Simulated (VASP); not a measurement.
# TiW4 (P6_3/mmc) in VASP: single point with PBE

Aim: the single point of TiW4 with PBE.

Everything below comes from runs of VASP 6.6.1. Logs are shortened: lines on timing, memory, paths and dates and some standing lists are left out, and cuts for length are marked.

### Step 1. The cell of the first run

It takes space group P6_3/mmc (No. 194, hexagonal). The conventional cell has a = 2.782 Å, b = 2.782 Å, c = 24.704 Å, α = 90.00°, β = 90.00°, γ = 120.00°. Within 3.7 Å of Ti (site symmetry -6m2) lie 6 Ti at 2.78 Å and 6 W at 2.95 Å. W (site symmetry 3m) has 9 W at 2.78 to 2.95 Å and 3 Ti at 2.95 Å within 3.7 Å. W (site symmetry 3m) has 12 W at 2.78 to 2.95 Å within 3.7 Å.

### Step 2. Single point, PBE

Input file INCAR:

```
SYSTEM = TiW4
  PREC = Accurate
  ENCUT = 520
  EDIFF = 1E-6
  ISMEAR = 0
  SIGMA = 0.1
  LREAL = .FALSE.
  LASPH = .TRUE.
  NELM = 60
  ALGO = Fast
  ISIF = 2
  LWAVE = .FALSE.
  LCHARG = .FALSE.
  GGA = PE
  NBANDS = 79
```

Input file KPOINTS:

```
Automatic mesh
0
G
  12 12 2
  0 0 0
```

Input file POSCAR:

```
TiW4
1.0
    2.7819419426      0.0000000000      0.0000000000
   -1.3909709713      2.4092323942      0.0000000000
    0.0000000000      0.0000000000     24.7042155747
Ti W
2 8
Direct
    0.3333333333      0.6666666667      0.2500000000
    0.6666666667      0.3333333333      0.7500000000
    0.3333333333      0.6666666667      0.6500602188
    0.3333333333      0.6666666667      0.8499397812
    0.3333333333      0.6666666667      0.0500077871
    0.3333333333      0.6666666667      0.4499922129
    0.6666666667      0.3333333333      0.9499922129
    0.6666666667      0.3333333333      0.1500602188
    0.6666666667      0.3333333333      0.3499397812
    0.6666666667      0.3333333333      0.5500077871
```

Potentials or basis: VASP PAW PBE potentials, release 64 (Ti_sv, W_sv).

Run with:

```sh
cat potpaw_PBE.64/Ti_sv/POTCAR potpaw_PBE.64/W_sv/POTCAR > POTCAR
mpirun -np 1 vasp_std > vasp.out
```

OUTCAR:

```text
SYSTEM = TiW4
   PREC = Accurate
   ENCUT = 520
   EDIFF = 1E-6
   ISMEAR = 0
   LREAL = .FALSE.
   LASPH = .TRUE.
   NELM = 60
   ISIF = 2
   GGA = PE

 ion  position               nearest neighbor table
   1  0.333  0.667  0.250-   8 2.95   9 2.95   8 2.95   9 2.95   8 2.95   9 2.95
   2  0.667  0.333  0.750-   3 2.95   4 2.95   3 2.95   4 2.95   3 2.95   4 2.95
   3  0.333  0.667  0.650-   2 2.95   2 2.95   2 2.95  10 2.95  10 2.95  10 2.95
   4  0.333  0.667  0.850-   2 2.95   2 2.95   2 2.95   7 2.95   7 2.95   7 2.95
   5  0.333  0.667  0.050-   7 2.95   7 2.95   7 2.95   8 2.95   8 2.95   8 2.95
   6  0.333  0.667  0.450-  10 2.95  10 2.95  10 2.95   9 2.95   9 2.95   9 2.95
   7  0.667  0.333  0.950-   5 2.95   5 2.95   5 2.95   4 2.95   4 2.95   4 2.95
   8  0.667  0.333  0.150-   1 2.95   1 2.95   1 2.95   5 2.95   5 2.95   5 2.95
   9  0.667  0.333  0.350-   1 2.95   1 2.95   1 2.95   6 2.95   6 2.95   6 2.95
  10  0.667  0.333  0.550-   6 2.95   6 2.95   6 2.95   3 2.95   3 2.95   3 2.95

  LATTYP: Found a hexagonal cell.
 ALAT       =     2.7819419426
 C/A-ratio  =     8.8802052970

  Lattice vectors:

 A1 = (   2.7819419426,   0.0000000000,   0.0000000000)
 A2 = (  -1.3909709713,   2.4092323942,   0.0000000000)
 A3 = (   0.0000000000,   0.0000000000,  24.7042155747)

Analysis of symmetry for initial positions (statically):
=====================================================================
 Subroutine PRICEL returns:
 Original cell was already a primitive cell.

 Routine SETGRP: Setting up the symmetry group for a
 hexagonal supercell.

 Subroutine GETGRP returns: Found 24 space group operations
 (whereof 12 operations were pure point group operations)
 out of a pool of 24 trial point group operations.

The static configuration has the point symmetry D_3d.
 The point group associated with its full space group is D_6h.

Analysis of symmetry for dynamics (positions and initial velocities):
=====================================================================
 Subroutine PRICEL returns:
 Original cell was already a primitive cell.

 Routine SETGRP: Setting up the symmetry group for a
 hexagonal supercell.

 Subroutine GETGRP returns: Found 24 space group operations
 (whereof 12 operations were pure point group operations)
 out of a pool of 24 trial point group operations.

The dynamic configuration has the point symmetry D_3d.
 The point group associated with its full space group is D_6h.

 Subroutine INISYM returns: Found 24 space group operations
 (whereof 12 operations are pure point group operations),
 and found     1 'primitive' translations

----------------------------------------------------------------------------------------

                                     Primitive cell

  volume of cell :     165.5762

  direct lattice vectors                    reciprocal lattice vectors
     2.781941943  0.000000000  0.000000000     0.359461132  0.207534981  0.000000000
    -1.390970971  2.409232394  0.000000000     0.000000000  0.415069963  0.000000000
     0.000000000  0.000000000 24.704215575     0.000000000  0.000000000  0.040478921

  length of vectors
     2.781941943  2.781941943 24.704215575     0.415069963  0.415069963  0.040478921

  position of ions in fractional coordinates (direct lattice)
     0.333333333  0.666666667  0.250000000
     0.666666667  0.333333333  0.750000000
     0.333333333  0.666666667  0.650060219
     0.333333333  0.666666667  0.849939781
     0.333333333  0.666666667  0.050007787
     0.333333333  0.666666667  0.449992213
     0.666666667  0.333333333  0.949992213
     0.666666667  0.333333333  0.150060219
     0.666666667  0.333333333  0.349939781
     0.666666667  0.333333333  0.550007787

  ion indices of the primitive-cell ions
   primitive index   ion index
                 1           1
                 2           2
                 3           3
                 4           4
                 5           5
                 6           6
                 7           7
                 8           8
                 9           9
                10          10

----------------------------------------------------------------------------------------

 KPOINTS: Automatic mesh

Automatic generation of k-mesh.
 Grid dimensions read from file:
 generate k-points for:   12   12    2

 Generating k-lattice:

  Cartesian coordinates                     Fractional coordinates (reciprocal lattice)
     0.029955094  0.017294582  0.000000000     0.083333333  0.000000000  0.000000000
     0.000000000  0.034589164  0.000000000     0.000000000  0.083333333  0.000000000
     0.000000000  0.000000000  0.020239461     0.000000000  0.000000000  0.500000000

  Length of vectors
     0.034589164  0.034589164  0.020239461

  Shift w.r.t. Gamma in fractional coordinates (k-lattice)
     0.000000000  0.000000000  0.000000000

 Subroutine IBZKPT returns following result:
 ===========================================

 Found     38 irreducible k-points:

 Following reciprocal coordinates:
            Coordinates               Weight
  0.000000  0.000000  0.000000      1.000000
  0.083333 -0.000000  0.000000      6.000000
  0.166667 -0.000000  0.000000      6.000000
  0.250000 -0.000000  0.000000      6.000000
  0.333333 -0.000000  0.000000      6.000000
  0.416667 -0.000000  0.000000      6.000000
[... 16 lines left out ...]
  0.250000 -0.000000  0.500000      6.000000
  0.333333 -0.000000  0.500000      6.000000
 [... further k-points ...]
   k-points           NKPTS =     38   k-points in BZ     NKDIM =     38   number of bands    NBANDS=     79
   number of dos      NEDOS =    301   number of ions     NIONS =     10
   total plane-waves  NPLWV = 110592
   dimension x,y,z NGX =    24 NGY =   24 NGZ =  192
   dimension x,y,z NGXF=    48 NGYF=   48 NGZF=  384
   ions per type =               2   8
   NGX,Y,Z   is equivalent  to a cutoff of  14.34, 14.34, 12.92 a.u.
   NGXF,Y,Z  is equivalent  to a cutoff of  28.68, 28.68, 25.84 a.u.
 SYSTEM =  TiW4
   PREC   = accura    normal or accurate (medium, high low for compatibility)
   ISTART =      0    job   : 0-new  1-cont  2-samecut
   ICHARG =      2    charge: 1-file 2-atom 10-const
   ISPIN  =      1    spin polarized calculation?
   LNONCOLLINEAR =      F non collinear calculations
   LSORBIT =      F    spin-orbit coupling
   LASPH  =      T    aspherical Exc in radial PAW
   ENCUT  =  520.0 eV  38.22 Ry    6.18 a.u.   5.17  5.17 45.93*2*pi/ulx,y,z
   NELM   =     60;   NELMIN=  2; NELMDL= -5     # of ELM steps
   EDIFF  = 0.1E-05   stopping-criterion for ELM
   LREAL  =      F    real-space projection
   EDIFFG = 0.1E-04   stopping-criterion for IOM
   NSW    =      0    number of steps for IOM
   IBRION =     -1    ionic relax: 0-MD 1-quasi-New 2-CG
   NFREE  =      0    steps in history (QN), initial steepest desc. (CG)
   ISIF   =      2    stress and relaxation
   ISYM   =      2    0-nonsym 1-usesym 2-fastsym
   POTIM  = 0.5000    time-step for ionic-motion
   TEBEG  =    0.0;   TEEND  =   0.0 temperature during run
   PSTRESS=    0.0 pullay stress
   NELECT =     136.0000    total number of electrons
   NUPDOWN=      -1.0000    fix difference up-down
   EMIN   =  10.00;   EMAX   =-10.00  energy-range for DOS
   EFERMI =   0.00;   METHOD = LEGACY
   ISMEAR =     0;   SIGMA  =   0.10  broadening in eV -4-tet -1-fermi 0-gaus
   EFERMI_NEDOS =   21; number of points for ismear=-14 and -15
   IALGO  =     68    algorithm
   IMIX   =      4    mixing-type and parameters
     AMIX     =   0.40;   BMIX     =  1.00
     AMIX_MAG =   1.60;   BMIX_MAG =  1.00
  volume/ion in A,a.u.               =      16.56       111.74
  Fermi-wavevector in a.u.,A,eV,Ry     =   1.533164  2.897259 31.981731  2.350591
  Thomas-Fermi vector in A             =   2.640269
   LORBIT       =      0    0 simple, 1 ext, 2 COOP (PROOUT), +10 PAW based schemes
   GGA     = PE    functional components
   LHFCALC =     F    Hartree Fock is set to
   AEXX    =    0.0000 exact exchange contribution
   IVDW    =     0    specifies the selected vdW correction
   LEPSILON=     F    determine dielectric tensor
   LRPA    =     F    only Hartree local field effects (RPA)
 non-spin polarized calculation
 RMM-DIIS sequential band-by-band and
 Gauss-broadening in eV      SIGMA  =   0.10
  energy-cutoff  :      520.00
  volume of cell :      165.58
 maximum number of plane-waves:      4496
 NGX is ok and might be reduce to    24
   NGX = 11   NGY = 11   NGZ = 91

 number of electron     136.0000001 magnetization

 Free energy of the ion-electron system (eV)
  ---------------------------------------------------
  ext. energy  EPLUGINS =         0.00000000
  ---------------------------------------------------
  free energy    TOTEN  =      -115.04525692 eV

  energy without entropy =     -114.99108494  energy(sigma->0) =     -115.01817093

 E-fermi :  10.1124     XC(G=0): -13.0481

 val. band max:       10.1034317336   @ k =   0.1667   0.1667   0.5000
 cond. band min:      10.1300839370   @ k =   0.2500   0.0833   0.0000
 fundamental gap:      0.0266522033
 Fermi energy:        10.1124468373

 k-point     1 :       0.0000    0.0000    0.0000
  band No.  band energies     occupation
      1     -63.6617      2.00000
      2     -63.6617      2.00000
      3     -63.6327      2.00000
      4     -63.6327      2.00000
      5     -63.5997      2.00000
      6     -63.5997      2.00000
[... 71 lines left out ...]
     78      11.1456      0.00000
     79      11.1456      0.00000

 k-point     2 :       0.0833   -0.0000    0.0000
  band No.  band energies     occupation
      1     -63.6545      2.00000
      2     -63.6545      2.00000
      3     -63.6262      2.00000
      4     -63.6261      2.00000
      5     -63.5935      2.00000
      6     -63.5935      2.00000
[... 71 lines left out ...]
     78      11.0224      0.00000
     79      11.2898      0.00000
[... 1720 lines left out ...]
     78      11.7516      0.00000
     79      12.0486      0.00000

 k-point    24 :       0.3333   -0.0000    0.5000
  band No.  band energies     occupation
      1     -63.5786      2.00000
      2     -63.5786      2.00000
      3     -63.5601      2.00000
      4     -63.5601      2.00000
      5     -63.5302      2.00000
      6     -63.5302      2.00000
[... 71 lines left out ...]
     78      12.5819      0.00000
     79      12.8776      0.00000

 [... further k-points ...]

------------------------ aborting loop because EDIFF is reached ----------------------------------------

  FORCE on cell =-STRESS in cart. coord.  units (eV):
  Direction    XX          YY          ZZ          XY          YZ          ZX
  --------------------------------------------------------------------------------------
  -------------------------------------------------------------------------------------
  Total        0.3985489      0.3985489      0.2175507      0.0000000      0.0000000      0.0000000
  in kB        3.8565096      3.8565096      2.1051028      0.0000000      0.0000000      0.0000000
  external PRESSURE =       3.2727073 kB  Pullay stress =       0.0000000 kB

 VOLUME and BASIS-vectors are now :
 -----------------------------------------------------------------------------
  energy-cutoff  :      520.00
  volume of cell :      165.58
      direct lattice vectors                 reciprocal lattice vectors
     2.781941943  0.000000000  0.000000000     0.359461132  0.207534981  0.000000000
    -1.390970971  2.409232394  0.000000000     0.000000000  0.415069963  0.000000000
     0.000000000  0.000000000 24.704215575     0.000000000  0.000000000  0.040478921

 POSITION                                       TOTAL-FORCE (eV/Angst)
 -----------------------------------------------------------------------------------
     -0.00000      1.60615      6.17605        -0.000000     -0.000000     -0.000000
      1.39097      0.80308     18.52816        -0.000000      0.000000     -0.000000
     -0.00000      1.60615     16.05923        -0.000000     -0.000000      0.020474
     -0.00000      1.60615     20.99710        -0.000000     -0.000000     -0.020474
     -0.00000      1.60615      1.23540        -0.000000     -0.000000      0.001096
     -0.00000      1.60615     11.11670        -0.000000     -0.000000     -0.001096
      1.39097      0.80308     23.46881         0.000000     -0.000000     -0.001096
      1.39097      0.80308      3.70712         0.000000      0.000000      0.020474
      1.39097      0.80308      8.64499         0.000000     -0.000000     -0.020474
      1.39097      0.80308     13.58751         0.000000     -0.000000      0.001096
 -----------------------------------------------------------------------------------
    total drift:                               -0.000000      0.000000     -0.000000

  FREE ENERGIE OF THE ION-ELECTRON SYSTEM (eV)
  ---------------------------------------------------
  free  energy   TOTEN  =      -115.0452569214 eV

  energy  without entropy=     -114.9910849395  energy(sigma->0) =     -115.01817093
```

It took 33 min on 1 thread of AMD EPYC 7R43 (Zen 3), shared host; peak memory 0.52 GiB.

Results:

| Quantity | Value |
| --- | --- |
| Free energy | -115.0453 eV |
| Pressure | 0.3 GPa |
| Largest force | 0.020 eV/Å |
| Band gap on the k mesh | zero (bands 68 and 69 overlap by 1.07 eV) |

Forces in eV/Å, atoms in the order of the input:
```
Ti   0.000  0.000  0.000
Ti   0.000  0.000  0.000
W    0.000  0.000  0.020
W    0.000  0.000 -0.020
W    0.000  0.000  0.001
W    0.000  0.000 -0.001
W    0.000  0.000 -0.001
W    0.000  0.000  0.020
W    0.000  0.000 -0.020
W    0.000  0.000  0.001
```

Stress tensor (GPa, compression positive):
```
0.39 0.00 0.00
0.00 0.39 0.00
0.00 0.00 0.21
```

Caveat: spin-orbit coupling is left out, which moves the levels of the heavy elements.

The gap in the log of VASP goes by the Fermi energy; the results here count the filled bands.